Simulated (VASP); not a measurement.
## NaH: relaxation of cell and atoms with r2SCAN+rVV10

NaH:

```
Na H
1.0
     0.00000    2.44000    2.44000
     2.44000    0.00000    2.44000
     2.44000    2.44000    0.00000
Na H
1 1
Cartesian
  0.0000 0.0000 0.0000
  2.4400 2.4400 2.4400
```

- Program: VASP 6.6.1
- Task: relaxation of cell and atoms
- Functional: r2SCAN
- Dispersion: rVV10
- Potentials or basis: VASP PAW PBE potentials, release 64 (Na_pv, H)
- Cutoff: 600 eV
- k mesh: 8 × 8 × 8
- Occupations: fermi-dirac, width 0.01 eV
- Spin: no spin polarisation
- Dipole correction: no
- Further INCAR settings: ALGO = Normal; EDIFF = 1e-06; IBRION = 2; EDIFFG = -0.005; NSW = 80; ISIF = 3

```
Relaxed volume                         : 13.49 Å³/atom
Relaxed cell                           : a = 3.367 Å, b = 3.367 Å, c = 3.367 Å, α = 60.00°, β = 60.00°, γ = 60.00°
Space group after relaxing (to 0.05 Å) : Fm-3m (No. 225)
Energy gained by relaxing              : 6.0 meV/atom
Ionic steps                            : 6
Pressure after relaxing                : 0.0 GPa
Band gap on the k mesh                 : 4.40 eV, indirect (least direct gap 5.26 eV)
```

The path:
```csv
step,energy change (eV),largest force (eV/Å),pressure (GPa),volume (Å³)
1,0.0000,0.0000,-1.56,29.05
2,-0.0052,0.0000,-1.10,28.46
3,-0.0082,0.0000,-0.84,28.03
4,-0.0118,0.0000,-0.22,27.16
5,-0.0121,0.0000,0.14,26.88
6,-0.0120,0.0000,-0.01,26.99
```

Final structure:
```cif
data_structure
_symmetry_space_group_name_H-M 'P 1'
_symmetry_Int_Tables_number 1
_cell_length_a 3.3668
_cell_length_b 3.3668
_cell_length_c 3.3668
_cell_angle_alpha 60.000
_cell_angle_beta 60.000
_cell_angle_gamma 60.000
_cell_volume 26.99
loop_
_atom_site_label
_atom_site_type_symbol
_atom_site_fract_x
_atom_site_fract_y
_atom_site_fract_z
_atom_site_occupancy
Na1 Na 0.00000 0.00000 0.00000 1
H1 H 0.50000 0.50000 0.50000 1
```

Levels at points of the mesh, in eV from the valence-band top:
| k point | band 2 | band 3 | band 4 | band 5 | band 6 | band 7 |
| --- | --- | --- | --- | --- | --- | --- |
| (0.00, 0.00, 0.00) | -22.78 | -22.78 | -3.70 | 11.83 | 16.64 | 16.64 |
| (0.50, 0.00, 0.00) | -22.79 | -22.79 | -0.86 | 4.40 | 11.96 | 14.17 |
| (0.50, 0.50, 0.00) | -22.81 | -22.81 | -0.18 | 5.24 | 10.81 | 11.64 |

Run time: 11 min on 1 thread of AMD EPYC 7R43 64-Core Processor (Zen 3) (shared host), peak memory 0.22 GiB.

Caveat: the PAW data sets were made with another functional, which shifts forces and pressure a little. A k mesh can miss the band edges.
